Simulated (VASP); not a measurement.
# TiSi2: single point with r2SCAN

The system is TiSi2.

```
CELL_PARAMETERS angstrom
4.37464 0.00000 0.00000
-2.18732 3.78855 0.00000
0.00000 0.00000 2.56101
ATOMIC_POSITIONS crystal
Ti 0.00000 0.00000 0.00000
Si 0.33333 0.66667 0.50000
Si 0.66667 0.33333 0.50000
```

| Quantity | Value |
| --- | --- |
| Program | VASP 6.6.1 |
| Task | single point |
| Functional | r2SCAN |
| Potentials or basis | VASP PAW PBE potentials, release 64 (Ti_sv, Si) |
| Cutoff | 520 eV |
| k mesh | 4 × 4 × 6 |
| Occupations | fermi-dirac, width 0.05 eV |
| Spin | no spin polarisation |

* Pressure: -0.9 GPa
* Band gap on the k mesh: zero (bands 10 and 11 overlap by 3.10 eV)

Stress tensor (GPa, compression positive):
```
 2.42  0.00  0.00
 0.00  2.42  0.00
 0.00  0.00 -7.47
```

Levels at points of the mesh, in eV from the Fermi level:
| k point | band 7 | band 8 | band 9 | band 10 | band 11 | band 12 | band 13 | band 14 |
| --- | --- | --- | --- | --- | --- | --- | --- | --- |
| (0.00, 0.00, 0.00) | -5.58 | -5.28 | -1.75 | -1.14 | -1.14 | 3.23 | 3.23 | 3.60 |
| (0.50, 0.00, 0.00) | -5.74 | -4.37 | -0.84 | -0.58 | 2.71 | 2.90 | 3.17 | 3.75 |
| (0.50, 0.50, 0.00) | -5.74 | -4.37 | -0.84 | -0.58 | 2.71 | 2.90 | 3.17 | 3.75 |
| (0.00, 0.00, 0.50) | -2.33 | -2.33 | -0.97 | -0.97 | -0.96 | -0.23 | -0.23 | 1.80 |
| (0.50, 0.00, 0.50) | -5.66 | -4.85 | -3.99 | 1.10 | 1.27 | 1.39 | 2.05 | 2.33 |
| (0.50, 0.50, 0.50) | -5.66 | -4.85 | -3.99 | 1.10 | 1.27 | 1.39 | 2.05 | 2.33 |

Run time: 2.1 min on 1 thread of Intel Xeon 8259CL, with other jobs on the host, peak memory 0.18 GiB.

Caveat: the k points lie up to 0.41 Å⁻¹ apart, too coarse for converged energies and pressures of a metal; the PAW data sets were made with another functional, which shifts forces and pressure a little.
